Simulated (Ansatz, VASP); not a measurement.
Hf in VASP and in Ansatz

```xyz
2
Lattice="3.2046 0.0000 0.0000 -1.6023 2.7753 0.0000 0.0000 0.0000 5.0681" Properties=species:S:1:pos:R:3 pbc="T T T"
Hf    0.0000    1.8502    1.2670
Hf    1.6023    0.9251    3.8011
```

Alike in both runs: task relaxation of cell and atoms; functional PBE; k mesh 15 × 15 × 8; occupations fermi-dirac, width 0.05 eV; no spin polarisation.

```csv
,VASP,Ansatz
version,VASP 6.6.1,Ansatz 0.2.0
potentials or method,"VASP PAW PBE potentials, release 64 (Hf_pv), cutoff 600 eV","all-electron LAPW, scalar-relativistic"
```

VASP gave:

```
relaxed volume (Å³/atom)                                        : 22.45
relaxed length of the cell vector where the two differ most in proportion (Å) : 5.060
```

Task: Which values does Ansatz return?

Result: Relaxed volume (Å³/atom): 22.54; relaxed length of the cell vector where the two differ most in proportion (Å): 5.068.

Ansatz ran all-electron here, and VASP with PAW potentials.

Spin-orbit coupling is off throughout.
